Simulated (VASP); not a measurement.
Input of a VASP 6.6.1 run:

The input INCAR:

```
SYSTEM = Te
PREC = Accurate
ENCUT = 500
EDIFF = 1E-6
ISMEAR = -1
SIGMA = 0.1
LREAL = .FALSE.
LASPH = .TRUE.
NELM = 120
ALGO = Normal
ISIF = 2
LWAVE = .FALSE.
LCHARG = .FALSE.
GGA = PE
NBANDS = 13
GGA_COMPAT = .FALSE.
```

Contents of KPOINTS:

```
Automatic mesh
0
G
  9 9 9
  0 0 0
```

POSCAR

```
Te
1.0
    0.0000000000      3.6407143730      3.6407143730
    3.6407143730      0.0000000000      3.6407143730
    3.6407143730      3.6407143730      0.0000000000
Te
2
Direct
    0.1250000000      0.1250000000      0.1250000000
    0.8750000000      0.8750000000      0.8750000000
```

Potentials or basis: VASP PAW PBE potentials, release 64 (Te).

Launch:

```bash
$ cat potpaw_PBE.64/Te/POTCAR > POTCAR
$ mpirun -np 1 vasp_std > vasp.out
```

Problem. What does it give for the band gap on the k mesh?

Solution. Zero (bands 6 and 7 overlap by 0.85 eV).

Problem. What does it give for the pressure?

Solution. -1.0 GPa.

Caveat: spin-orbit coupling is left out, which moves the levels of the heavy elements.
